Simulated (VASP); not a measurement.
Here is a VASP 6.6.1 calculation.

Contents of INCAR:

```
SYSTEM = Al8N7
PREC     = Accurate       ! precision mode
ENCUT    = 520            ! plane-wave cutoff, eV
EDIFF    = 1E-7           ! SCF threshold, eV
ISMEAR   = 0              ! smearing method
SIGMA    = 0.05           ! smearing width, eV
LREAL    = Auto         
LASPH    = .TRUE.         ! aspherical terms in the spheres
NELM     = 100            ! most SCF steps
ALGO     = Normal         ! electronic algorithm
ISIF     = 2              ! what is computed and relaxed
LWAVE    = .FALSE.        ! write WAVECAR
LCHARG   = .FALSE.        ! write CHGCAR
GGA      = PE             ! functional
NBANDS   = 42             ! bands
NELECT   = 56.0
```

File KPOINTS:

```
Automatic mesh
0
G
  4 4 4
  0 0 0
```

POSCAR

```
Al8N7
1.0
    0.0000000000      4.0705261175     -4.0705261175
    4.0705261175      4.0705261175      0.0000000000
    4.0705261175      0.0000000000     -4.0705261175
Al N
8 7
Direct
    0.2500000000      0.7500000000      0.2500000000
    0.2500000000      0.2500000000      0.2500000000
    0.7500000000      0.7500000000      0.2500000000
    0.7500000000      0.2500000000      0.2500000000
    0.2500000000      0.7500000000      0.7500000000
    0.2500000000      0.2500000000      0.7500000000
    0.7500000000      0.7500000000      0.7500000000
    0.7500000000      0.2500000000      0.7500000000
    0.5000000000      0.0000000000      0.0000000000
    1.0000000000      0.5000000000      0.0000000000
    1.0000000000      0.0000000000      0.0000000000
    0.5000000000      0.5000000000      0.5000000000
    0.5000000000      0.0000000000      0.5000000000
    1.0000000000      0.5000000000      0.5000000000
    1.0000000000      0.0000000000      0.5000000000
```

Potentials or basis: VASP PAW PBE potentials, release 64 (Al, N).

Launch:

```bash
$ cat potpaw_PBE.64/Al/POTCAR potpaw_PBE.64/N/POTCAR > POTCAR
$ mpirun -np 1 vasp_std > vasp.out
```

Problem. Estimate the largest force.

Solution. 2.551 eV/Å.

Forces in eV/Å, atoms in the order of the input:
```
Al   2.551  0.000  0.000
Al   0.000 -2.551  0.000
Al   0.000  0.000  0.000
Al   0.000  0.000 -2.551
Al   0.000  0.000  2.551
Al   0.000  0.000  0.000
Al   0.000  2.551  0.000
Al  -2.551  0.000  0.000
N    0.000  0.000  0.000
N    0.000  0.000  0.000
N    0.000  0.000  0.000
N    0.000  0.000  0.000
N    0.000  0.000  0.000
N    0.000  0.000  0.000
N    0.000  0.000  0.000
```

Caveat: the cell carries a net charge on a neutralising background, which shifts energy and pressure; the cell differs from its parent crystal (atom 9 moved 0.000 of the way to it and +0.000 Å across, host rigid).
